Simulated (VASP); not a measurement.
## Cu: relaxation of volume and atoms at fixed shape with LDA

The system is Cu.

```
Cu
1.0
     0.00000    1.80750    1.80750
     1.80750    0.00000    1.80750
     1.80750    1.80750    0.00000
Cu
1
Direct
  0.00000 0.00000 0.00000
```

```json
{"Program": "VASP 6.6.1", "Task": "relaxation of volume and atoms at fixed shape", "Functional": "LDA", "Potentials or basis": "VASP PAW LDA potentials, release 64 (Cu_sv_GW)", "Cutoff": "700 eV", "k mesh": "11 × 11 × 11", "Occupations": "fermi-dirac, width 0.05 eV", "Spin": "no spin polarisation", "Dipole correction": "no", "Second run": "valence_matched", "Further INCAR settings": "ALGO = Normal; EDIFF = 1e-07; IBRION = 2; EDIFFG = -0.01; NSW = 80; ISIF = 8"}
```

```
Relaxed volume                         : 10.69 Å³/atom
Relaxed cell                           : a = 2.473 Å, b = 2.473 Å, c = 2.473 Å, α = 60.00°, β = 60.00°, γ = 60.00°
Space group after relaxing (to 0.05 Å) : Fm-3m (No. 225)
Energy gained by relaxing              : 66.0 meV/atom
Ionic steps                            : 4
Pressure after relaxing                : 0.1 GPa
```

The path:
```csv
step,energy change (eV),largest force (eV/Å),pressure (GPa),volume (Å³)
1,0.0000,0.0000,-17.06,11.81
2,-0.0027,0.0000,24.30,9.79
3,-0.0660,0.0000,-0.26,10.71
4,-0.0660,0.0000,0.11,10.69
```

Final structure:
```cif
data_structure
_symmetry_space_group_name_H-M 'P 1'
_symmetry_Int_Tables_number 1
_cell_length_a 2.4726
_cell_length_b 2.4726
_cell_length_c 2.4726
_cell_angle_alpha 60.000
_cell_angle_beta 60.000
_cell_angle_gamma 60.000
_cell_volume 10.69
loop_
_atom_site_label
_atom_site_type_symbol
_atom_site_fract_x
_atom_site_fract_y
_atom_site_fract_z
_atom_site_occupancy
Cu1 Cu 0.00000 0.00000 0.00000 1
```

Levels at points of the mesh, in eV from the Fermi level:
| k point | band 7 | band 8 | band 9 | band 10 | band 11 | band 12 | band 13 |
| --- | --- | --- | --- | --- | --- | --- | --- |
| (0.00, 0.00, 0.00) | -3.45 | -3.45 | -2.46 | -2.46 | 23.42 | 26.66 | 26.66 |

It took 23 s on 1 thread of Intel(R) Xeon(R) Platinum 8559C (Emerald Rapids) (shared host), peak memory 0.16 GiB.

LDA usually gives volumes a few per cent too small. Zero-point motion and thermal expansion aren't in these numbers.
